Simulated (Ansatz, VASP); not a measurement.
**SiO2 in VASP and in Ansatz**

Contents of INCAR:

```
  PREC = Accurate
  ENCUT = 520
  EDIFF = 1E-7
  ISMEAR = 0
  SIGMA = 0.05
  LREAL = False
  LASPH = True
  NELM = 100
  ALGO = Normal
  ISIF = 2
  LWAVE = False
  LCHARG = False
  NBANDS = 25
```

File KPOINTS:

```
Automatic mesh
0
Gamma
  6 6 8
```

POSCAR

```
SiO2
1.0
    4.2050000000      0.0000000000      0.0000000000
    0.0000000000      4.2050000000      0.0000000000
    0.0000000000      0.0000000000      2.5336000000
Si O
2 4
Direct
    0.5000000000      0.5000000000      0.5000000000
    0.0000000000      0.0000000000      0.0000000000
    0.6944252994      0.6944252994      0.0000000000
    0.1944252994      0.8055747006      0.5000000000
    0.3055747006      0.3055747006      0.0000000000
    0.8055747006      0.1944252994      0.5000000000
```

Input for Ansatz:

```yaml
crystal:
  lattice:
    - [4.205, 0.0, 0.0]
    - [0.0, 4.205, 0.0]
    - [0.0, 0.0, 2.5336]
  atoms:
    - { symbol: Si, position: [0.5, 0.5, 0.5] }
    - { symbol: Si, position: [0.0, 0.0, 0.0] }
    - { symbol: O, position: [0.6944252994, 0.6944252994, 0.0] }
    - { symbol: O, position: [0.1944252994, 0.8055747006, 0.5] }
    - { symbol: O, position: [0.3055747006, 0.3055747006, 0.0] }
    - { symbol: O, position: [0.8055747006, 0.1944252994, 0.5] }
basis:
  ecutwfc: 520.0
kpoints:
  mp_grid: { grid: [6, 6, 8] }
hamiltonian:
  xc: lda
  pseudopotentials: { kind: paw, azcp: { folder: soft_1 } }
scf:
  occupations: { method: gaussian, width: 0.05 }
output:
  forces: true
  stress: true
  eigenvalues: true
```

Alike in both runs: task single point; functional LDA; k mesh 6 × 6 × 8; occupations gaussian, width 0.05 eV; no spin polarisation.

|  | VASP | Ansatz |
| --- | --- | --- |
| version | VASP 6.6.1 | Ansatz 0.2.0 |
| potentials or method | VASP PAW LDA potentials, release 64 (Si, O), cutoff 520 eV | scalar-relativistic, plane waves, PAW |
| valence electrons in the cell | 32 | 32 |

```tsv
	VASP	Ansatz	Ansatz less VASP
gap on the k mesh at the Fermi level (eV)	6.44	6.44	+0.004
least direct gap on the mesh (eV)	6.44	6.44	+0.004
pressure (GPa)	14.1	12.8	-1.27
traceless stress, the component that is largest in VASP (GPa)	24.62	23.65	-0.973
rms of the force components (eV/Å)	0.028	0.058	+0.0303
```

Ansatz warns that its potentials were made for another functional, while VASP's fit it. LDA's correlation is that of Perdew and Zunger in VASP and of Perdew and Wang (1992) in Ansatz. Atom by atom the forces differ by 0.030 eV/Å (rms over components).
